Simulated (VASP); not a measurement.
Ge: single point with PBEsol

The system is Ge.

```
Ge
1.0
     0.00000    2.97021    2.75805
     2.97021    0.00000    2.75805
     2.97021    2.97021    0.00000
Ge
2
Direct
  0.50000 0.50000 0.50000
  0.75000 0.75000 0.75000
```

This cell differs from its parent crystal: strain +0.050 along x and y, -0.025 along z.

```json
{
 "Program": "VASP 6.6.1",
 "Task": "single point",
 "Functional": "PBEsol",
 "Potentials or basis": "VASP PAW PBE potentials, release 64 (Ge_d)",
 "Cutoff": "520 eV",
 "k mesh": "14 × 14 × 14",
 "Occupations": "gaussian, width 0.15 eV",
 "Spin": "no spin polarisation",
 "Dipole correction": "no",
 "Further INCAR settings": "ALGO = Normal; EDIFF = 1e-06; NBANDS = 21"
}
```

```json
{
 "Pressure": "-3.7 GPa",
 "Band gap on the k mesh": "zero (bands 14 and 15 overlap by 0.19 eV)"
}
```

Stress tensor (GPa, compression positive):
```
-5.07  0.00  0.00
 0.00 -5.07  0.00
 0.00  0.00 -0.82
```

Levels at points of the mesh, in eV from the Fermi level:
```tsv
k point	band 11	band 12	band 13	band 14	band 15	band 16	band 17	band 18
(0.00, 0.00, 0.00)	-12.23	-0.66	-0.14	-0.14	0.36	2.31	2.67	2.67
(0.50, 0.00, 0.00)	-10.30	-7.28	-1.56	-0.98	-0.14	3.49	3.98	7.01
(0.50, 0.50, 0.00)	-8.40	-8.40	-3.12	-3.12	0.44	0.44	8.97	8.97
(0.50, 0.00, 0.50)	-8.71	-8.71	-2.63	-2.63	0.97	0.97	8.65	8.65
```

Run time: 5.3 min on 1 thread of Intel Xeon 8259CL (shared host), peak memory 0.32 GiB.

Caveat: the cell differs from its parent crystal (strain +0.050 along x and y, -0.025 along z); the cell stands under tension; semilocal functionals underestimate gaps, and a narrow one can read as zero; the PAW data sets were made with another functional, which shifts forces and pressure a little.
